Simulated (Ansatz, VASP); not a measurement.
**Ca3TlRh: VASP beside Ansatz**

```
Ca Tl Rh
1.0
     7.85445    0.00000    0.00000
    -3.92723    6.80215    0.00000
     0.00000    0.00000    5.66849
Ca Tl Rh
6 2 2
Direct
  0.82318 0.64637 0.75000
  0.35363 0.17682 0.75000
  0.82318 0.17682 0.75000
  0.17682 0.35363 0.25000
  0.64637 0.82318 0.25000
  0.17682 0.82318 0.25000
  0.66667 0.33333 0.25000
  0.33333 0.66667 0.75000
  0.00000 0.00000 0.00000
  0.00000 0.00000 0.50000
```

Change from the starting cell: species swapped into the BaTaSe3 type (P6_3/mmc, No. 194).

Alike in both runs: functional PBE; k mesh 6 × 6 × 6; occupations gaussian, width 0.1 eV; no spin polarisation.

Ansatz relaxed the structure, and its values are those at the end. VASP's run is a single point on that final structure, the one shown.

|  | VASP | Ansatz |
| --- | --- | --- |
| version | VASP 6.6.1 | Ansatz 0.2.0 |
| potentials or method | VASP PAW PBE potentials, release 64 (Ca_sv, Tl_d, Rh_pv), cutoff 520 eV | scalar-relativistic, plane waves, PAW |
| valence electrons in the cell | 116 | 120 |

|  | VASP | Ansatz | Ansatz less VASP |
| --- | --- | --- | --- |
| gap on the k mesh at the Fermi level (eV) | none | none | - |
| pressure (GPa) | 0.1 | 0.0 | -0.07 |
| rms of the force components (eV/Å) | 0.011 | 0.001 | -0.0104 |

A gap of «none» marks a metal or a gap that the smearing closes. With one functional, cell and mesh, what is left measures potentials, basis and numerics. VASP's potentials hold 116 valence electrons a cell and Ansatz's 120, so a difference there can come from the potentials and not from the codes.

Spin-orbit coupling is off throughout.
